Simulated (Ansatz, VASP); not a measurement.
## One calculation of Nb, two programs

File INCAR:

```
  PREC = Accurate
  ENCUT = 520
  EDIFF = 1E-7
  ISMEAR = -1
  SIGMA = 0.03
  LREAL = False
  LASPH = True
  NELM = 60
  ALGO = Normal
  ISIF = 2
  LWAVE = False
  LCHARG = False
  GGA = PE
  NBANDS = 12
```

File KPOINTS:

```
regular mesh
0
Gamma
  15 15 15
```

The input POSCAR:

```
Nb
1.0
   -1.6499665658      1.6499665658      1.6499665658
    1.6499665658     -1.6499665658      1.6499665658
    1.6499665658      1.6499665658     -1.6499665658
Nb
1
Direct
    0.0000000000      0.0000000000      0.0000000000
```

Input for Ansatz:

```yaml
crystal:
  lattice:
    - [-1.6499665658, 1.6499665658, 1.6499665658]
    - [1.6499665658, -1.6499665658, 1.6499665658]
    - [1.6499665658, 1.6499665658, -1.6499665658]
  atoms:
    - { symbol: Nb, position: [0.0, 0.0, 0.0] }
kpoints:
  mp_grid: { grid: [15, 15, 15] }
scf:
  occupations: { method: fermi_dirac, width: 0.03 }
hamiltonian:
  xc: pbe
  pseudopotentials: { kind: all_electron, lapw: { basis_error: 0.001 } }
output:
  forces: true
  stress: true
  eigenvalues: true
```

Change from the starting cell: volume scaled by 0.975.

Alike in both runs: task single point; functional PBE; k mesh 15 × 15 × 15; occupations fermi-dirac, width 0.03 eV; no spin polarisation.

```csv
,VASP,Ansatz
version,VASP 6.6.1,Ansatz 0.2.0
potentials or method,"VASP PAW PBE potentials, release 64 (Nb_sv), cutoff 520 eV","all-electron LAPW, scalar-relativistic"
```

VASP gave:

| Quantity | Value |
| --- | --- |
| pressure (GPa) | 1.5 |

Estimate Ansatz's values.

pressure (GPa): 1.8.

Ansatz ran all-electron here, and VASP with PAW potentials.
